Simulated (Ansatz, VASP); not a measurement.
# GaN: VASP beside Ansatz

```xyz
4
Lattice="3.1831 0.0000 0.0000 -1.5915 2.7566 0.0000 0.0000 0.0000 5.1836" Properties=species:S:1:pos:R:3 pbc="T T T"
Ga    1.5915    0.9189    2.5872
Ga    0.0000    1.8378    5.1790
N     1.5915    0.9189    4.5403
N     0.0000    1.8378    1.9485
```

Alike in both runs: functional r2SCAN; k mesh 12 × 12 × 6; occupations gaussian, width 0.02 eV; no spin polarisation.

Ansatz relaxed the structure, and its values are those at the end. VASP's run is a single point on that final structure, the one shown.

```csv
,VASP,Ansatz
version,VASP 6.6.1,Ansatz 0.2.0
potentials or method,"VASP PAW PBE potentials, release 64 (Ga_d, N), cutoff 520 eV","scalar-relativistic, plane waves, PAW"
valence electrons in the cell,36,36
```

Ansatz gave:

- gap on the k mesh at the Fermi level (eV): 2.35
- least direct gap on the mesh (eV): 2.35
- pressure (GPa): 0.0
- rms of the force components (eV/Å): 0.000

Q: Estimate VASP's values.

A: gap on the k mesh at the Fermi level (eV): 2.34; least direct gap on the mesh (eV): 2.34; pressure (GPa): 1.1; rms of the force components (eV/Å): 0.003.

VASP's potentials were made for PBE, not for r2SCAN. With one functional, cell and mesh, what is left measures potentials, basis and numerics.
